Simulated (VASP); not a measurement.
# Si (P6_3/mmc) in VASP: dielectric tensor with r2SCAN

Aim: the dielectric tensor of Si with r2SCAN.

Program: VASP 6.6.1. These are calculated values, not measurements. Logs are shortened: lines on timing, memory, paths and dates and some standing lists are left out, and cuts for length are marked.

### 1 The cell of the first run

It takes space group P6_3/mmc (No. 194, hexagonal). The conventional cell has a = 3.870 Å, b = 3.870 Å, c = 6.323 Å, α = 90.00°, β = 90.00°, γ = 120.00°. Si (site symmetry 3m) has 4 Si at 2.37 Å within 3.1 Å.

### 2 Dielectric tensor, r2SCAN (epitaxial xy strain +1.0%)

INCAR

```
ALGO = Normal
EDIFF = 1E-8
ENCUT = 520
ISIF = 2
ISMEAR = 0
LASPH = T
LCALCEPS = T
LCHARG = F
LMIXTAU = T
LREAL = F
LWAVE = F
METAGGA = R2SCAN
NELM = 60
PREC = Accurate
SIGMA = 0.01
```

KPOINTS

```
k-points
0
Gamma
  6 6 4
```

POSCAR

```
Si
1.0
    3.8704508546      0.0000000000      0.0000000000
   -1.9352254273      3.3519087641      0.0000000000
    0.0000000000      0.0000000000      6.3234054072
Si
4
Direct
    0.3333333333      0.6666666667     -0.0002296918
    0.6666666667      0.3333333333      0.4997703082
    0.3333333333      0.6666666667      0.3752296918
    0.6666666667      0.3333333333      0.8752296918
```

Potentials or basis: VASP PAW PBE potentials, release 64 (Si).

Started as:

```
cat potpaw_PBE.64/Si/POTCAR > POTCAR
mpirun -np 1 vasp_std > vasp.out
```

OUTCAR:

```text
EDIFF = 1E-8
   ENCUT = 520
   ISIF = 2
   ISMEAR = 0
   LASPH = T
   LREAL = F
   METAGGA = R2SCAN
   NELM = 60
   PREC = Accurate

 ion  position               nearest neighbor table
   1  0.333  0.667  1.000-   4 2.37   4 2.37   4 2.37   3 2.37
   2  0.667  0.333  0.500-   3 2.37   3 2.37   3 2.37   4 2.37
   3  0.333  0.667  0.375-   2 2.37   2 2.37   2 2.37   1 2.37
   4  0.667  0.333  0.875-   1 2.37   1 2.37   1 2.37   2 2.37

  LATTYP: Found a hexagonal cell.
 ALAT       =     3.8704508546
 C/A-ratio  =     1.6337645522

  Lattice vectors:

 A1 = (   3.8704508546,   0.0000000000,   0.0000000000)
 A2 = (  -1.9352254273,   3.3519087641,   0.0000000000)
 A3 = (   0.0000000000,   0.0000000000,   6.3234054072)

Analysis of symmetry for initial positions (statically):
=====================================================================
 Subroutine PRICEL returns:
 Original cell was already a primitive cell.

 Routine SETGRP: Setting up the symmetry group for a
 hexagonal supercell.

 Subroutine GETGRP returns: Found 24 space group operations
 (whereof  6 operations were pure point group operations)
 out of a pool of 24 trial point group operations.

The static configuration has the point symmetry C_3v.
 The point group associated with its full space group is D_6h.

Analysis of symmetry for dynamics (positions and initial velocities):
=====================================================================
 Subroutine PRICEL returns:
 Original cell was already a primitive cell.

 Routine SETGRP: Setting up the symmetry group for a
 hexagonal supercell.

 Subroutine GETGRP returns: Found 24 space group operations
 (whereof  6 operations were pure point group operations)
 out of a pool of 24 trial point group operations.

The dynamic configuration has the point symmetry C_3v.
 The point group associated with its full space group is D_6h.

 Subroutine INISYM returns: Found 24 space group operations
 (whereof  6 operations are pure point group operations),
 and found     1 'primitive' translations

----------------------------------------------------------------------------------------

                                     Primitive cell

  volume of cell :      82.0361

  direct lattice vectors                    reciprocal lattice vectors
     3.870450855  0.000000000  0.000000000     0.258367833  0.149168738  0.000000000
    -1.935225427  3.351908764  0.000000000     0.000000000  0.298337476  0.000000000
     0.000000000  0.000000000  6.323405407     0.000000000  0.000000000  0.158142636

  length of vectors
     3.870450855  3.870450855  6.323405407     0.298337476  0.298337476  0.158142636

  position of ions in fractional coordinates (direct lattice)
     0.333333333  0.666666667  0.999770308
     0.666666667  0.333333333  0.499770308
     0.333333333  0.666666667  0.375229692
     0.666666667  0.333333333  0.875229692

  ion indices of the primitive-cell ions
   primitive index   ion index
                 1           1
                 2           2
                 3           3
                 4           4

----------------------------------------------------------------------------------------

 KPOINTS: k-points

Automatic generation of k-mesh.
 Grid dimensions read from file:
 generate k-points for:    6    6    4

 Generating k-lattice:

  Cartesian coordinates                     Fractional coordinates (reciprocal lattice)
     0.043061305  0.024861456  0.000000000     0.166666667  0.000000000  0.000000000
     0.000000000  0.049722913  0.000000000     0.000000000  0.166666667  0.000000000
     0.000000000  0.000000000  0.039535659     0.000000000  0.000000000  0.250000000

  Length of vectors
     0.049722913  0.049722913  0.039535659

  Shift w.r.t. Gamma in fractional coordinates (k-lattice)
     0.000000000  0.000000000  0.000000000

 Subroutine IBZKPT returns following result:
 ===========================================
[... 47 lines left out ...]
   NSW    =      0    number of steps for IOM
   IBRION =     -1    ionic relax: 0-MD 1-quasi-New 2-CG
   NFREE  =      0    steps in history (QN), initial steepest desc. (CG)
   ISIF   =      2    stress and relaxation
   ISYM   =      2    0-nonsym 1-usesym 2-fastsym
   POTIM  = 0.5000    time-step for ionic-motion
   TEBEG  =    0.0;   TEEND  =   0.0 temperature during run
   PSTRESS=    0.0 pullay stress
   NELECT =      16.0000    total number of electrons
   NUPDOWN=      -1.0000    fix difference up-down
   EMIN   =  10.00;   EMAX   =-10.00  energy-range for DOS
   EFERMI =   0.00;   METHOD = LEGACY
   ISMEAR =     0;   SIGMA  =   0.01  broadening in eV -4-tet -1-fermi 0-gaus
   EFERMI_NEDOS =   21; number of points for ismear=-14 and -15
   IALGO  =     38    algorithm
   IMIX   =      4    mixing-type and parameters
     AMIX     =   0.40;   BMIX     =  1.00
     AMIX_MAG =   1.60;   BMIX_MAG =  1.00
  volume/ion in A,a.u.               =      20.51       138.40
  Fermi-wavevector in a.u.,A,eV,Ry     =   0.949394  1.794095 12.263602  0.901349
  Thomas-Fermi vector in A             =   2.077673
   LORBIT       =      0    0 simple, 1 ext, 2 COOP (PROOUT), +10 PAW based schemes
   METAGGA = R2SCAN    functional components
   LHFCALC =     F    Hartree Fock is set to
   AEXX    =    0.0000 exact exchange contribution
   IVDW    =     0    specifies the selected vdW correction
   LEPSILON=     F    determine dielectric tensor
   LRPA    =     F    only Hartree local field effects (RPA)
   LRPA       =     F
 non-spin polarized calculation
 Gauss-broadening in eV      SIGMA  =   0.01
  energy-cutoff  :      520.00
  volume of cell :       82.04
 maximum number of plane-waves:      2232
 NGX is ok and might be reduce to    30
   NGX = 15   NGY = 15   NGZ = 23

 Total electronic dipole moment: p[elc]=(    -0.00000     0.00000     0.00000 ) |e| Angst

 number of electron      16.0000000 magnetization

 Free energy of the ion-electron system (eV)
  ---------------------------------------------------
  ext. energy  EPLUGINS =         0.00000000
  ---------------------------------------------------
  free energy    TOTEN  =       -35.01304160 eV

  energy without entropy =      -35.01304160  energy(sigma->0) =      -35.01304160

 E-fermi :   5.7749     XC(G=0):  -9.7522

 val. band max:        5.7339095626   @ k =   0.0000   0.0000   0.0000
 cond. band min:   10000.0000000000   @ k =   0.0000   0.0000   0.0000
 fundamental gap:   9994.2660904374
 Fermi energy:         5.7748796826

 k-point     1 :       0.0000    0.0000    0.0000
  band No.  band energies     occupation
      1      -6.8723      2.00000
      2      -4.4535      2.00000
      3      -1.6494      2.00000
      4       4.1041      2.00000
      5       4.1041      2.00000
      6       5.4686      2.00000
      7       5.7339      2.00000
      8       5.7339      2.00000
      9   10000.0000      0.00000
     10   10000.0000      0.00000
     11   10000.0000      0.00000
     12   10000.0000      0.00000
[... 331 lines left out ...]
 k-point    24 :      -0.5000    0.5000    0.0000
  band No.  band energies     occupation
      1      -4.6429      2.00000
      2      -2.9905      2.00000
      3      -2.1082      2.00000
      4      -0.3771      2.00000
      5       0.9829      2.00000
      6       2.5388      2.00000
      7       2.7361      2.00000
      8       4.2570      2.00000
      9   10000.0000      0.00000
     10   10000.0000      0.00000
     11   10000.0000      0.00000
     12   10000.0000      0.00000

 [... further k-points ...]

------------------------ aborting loop because EDIFF is reached ----------------------------------------

            Ionic dipole moment: p[ion]=(     0.00000     0.00000    18.97022 ) |e| Angst

 Total electronic dipole moment: p[elc]=(    -0.00000    -0.00000     0.05015 ) |e| Angst

 MACROSCOPIC STATIC DIELECTRIC TENSOR (including local field effects)
 ------------------------------------------------------
          11.080509    -0.000000     0.000000
          -0.000000    11.080509     0.000000
           0.000000    -0.000000    12.063040
 ------------------------------------------------------

 PIEZOELECTRIC TENSOR (including local field effects) (e Angst)
          XX          YY          ZZ          XY          YZ          ZX
  --------------------------------------------------------------------------------
  x     0.00000     0.00000     0.00000    -0.00000     0.00000     0.00000
  y     0.00000    -0.00000     0.00000     0.00000     0.00000     0.00000
  z     0.00000    -0.00000     0.00000    -0.00000     0.00000     0.00000

 PIEZOELECTRIC TENSOR (including local field effects) (C/m^2)
          XX          YY          ZZ          XY          YZ          ZX
  --------------------------------------------------------------------------------
  x     0.00000     0.00000     0.00000    -0.00000     0.00000     0.00000
  y     0.00000    -0.00000     0.00000     0.00000     0.00000     0.00000
  z     0.00000    -0.00000     0.00000    -0.00000     0.00000     0.00000

 BORN EFFECTIVE CHARGES (including local field effects) (in |e|, cummulative output)
 ---------------------------------------------------------------------------------
 ion    1
    1    -0.00000     0.00000    -0.00000
    2     0.00000     0.00000    -0.00000
    3     0.00000     0.00000    -0.00000
 ion    2
    1    -0.00000     0.00000     0.00000
    2     0.00000    -0.00000     0.00000
    3     0.00000    -0.00000    -0.00000
 ion    3
    1     0.00000    -0.00000     0.00000
    2     0.00000     0.00000     0.00000
    3     0.00000    -0.00000     0.00000
 ion    4
    1     0.00000     0.00000    -0.00000
    2     0.00000    -0.00000    -0.00000
    3    -0.00000     0.00000     0.00000

  FORCE on cell =-STRESS in cart. coord.  units (eV):
  Direction    XX          YY          ZZ          XY          YZ          ZX
  --------------------------------------------------------------------------------------
  -------------------------------------------------------------------------------------
  Total       -1.2478189     -1.2478189     -0.1812365      0.0000000      0.0000000     -0.0000000
  in kB      -24.3701027    -24.3701027     -3.5395783      0.0000000      0.0000000     -0.0000000
  external PRESSURE =     -17.4265946 kB  Pullay stress =       0.0000000 kB

 VOLUME and BASIS-vectors are now :
 -----------------------------------------------------------------------------
  energy-cutoff  :      520.00
  volume of cell :       82.04
      direct lattice vectors                 reciprocal lattice vectors
     3.870450855  0.000000000  0.000000000     0.258367833  0.149168738  0.000000000
    -1.935225427  3.351908764  0.000000000     0.000000000  0.298337476  0.000000000
     0.000000000  0.000000000  6.323405407     0.000000000  0.000000000  0.158142636

 POSITION                                       TOTAL-FORCE (eV/Angst)
 -----------------------------------------------------------------------------------
     -0.00000      2.23461      6.32195        -0.000000      0.000000     -0.007039
      1.93523      1.11730      3.16025        -0.000000      0.000000     -0.007039
     -0.00000      2.23461      2.37273         0.000000      0.000000      0.007039
      1.93523      1.11730      5.53443         0.000000     -0.000000      0.007039
 -----------------------------------------------------------------------------------
    total drift:                               -0.000000      0.000000     -0.000000

  FREE ENERGIE OF THE ION-ELECTRON SYSTEM (eV)
  ---------------------------------------------------
  free  energy   TOTEN  =       -35.0130415968 eV

  energy  without entropy=      -35.0130415968  energy(sigma->0) =      -35.01304160
```

It took 22 min on 1 thread of Intel Xeon 6975P-C (Granite Rapids), shared host; peak memory 0.38 GiB.

Results:

* Band gap on the k mesh: 0.61 eV, indirect (least direct gap 1.19 eV)
* Electronic dielectric tensor (diagonal): 11.08, 11.08, 12.06
* Born charges (mean of the diagonal): Si +0.00 e

Levels at points of the mesh, in eV from the valence-band top:
```csv
k point,band 4,band 5,band 6,band 7,band 8,band 9,band 10,band 11,band 12
"(0.00, 0.00, 0.00)",-1.63,-1.63,-0.27,0.00,0.00,1.19,2.15,2.15,2.75
"(0.50, 0.00, 0.00)",-6.11,-4.75,-3.20,-3.00,-1.48,0.61,2.65,3.36,3.37
"(0.00, 0.00, 0.50)",-4.24,-1.00,-1.00,-1.00,-1.00,2.00,2.00,3.19,3.19
"(0.50, 0.00, 0.50)",-7.46,-2.52,-2.52,-2.46,-2.46,1.18,1.18,1.99,1.99
```

Electronic dielectric tensor:
```
11.08  0.00  0.00
 0.00 11.08  0.00
 0.00  0.00 12.06
```

Born effective charge tensors (e):
atom 1, Si
```
0.00 0.00 0.00
0.00 0.00 0.00
0.00 0.00 0.00
```
atom 2, Si
```
0.00 0.00 0.00
0.00 0.00 0.00
0.00 0.00 0.00
```
atom 3, Si
```
0.00 0.00 0.00
0.00 0.00 0.00
0.00 0.00 0.00
```
atom 4, Si
```
0.00 0.00 0.00
0.00 0.00 0.00
0.00 0.00 0.00
```

Dipole moments of the cell (e·Å, modulo the quantum): ionic 0.000, 0.000, 18.970; electronic 0.000, 0.000, 0.050

Caveat: the cell differs from its parent crystal (epitaxial xy strain +1.0%); the gap is small at this level, which inflates the dielectric constant; the PAW data sets were made with another functional, which shifts forces and pressure a little. A k mesh can miss the band edges.
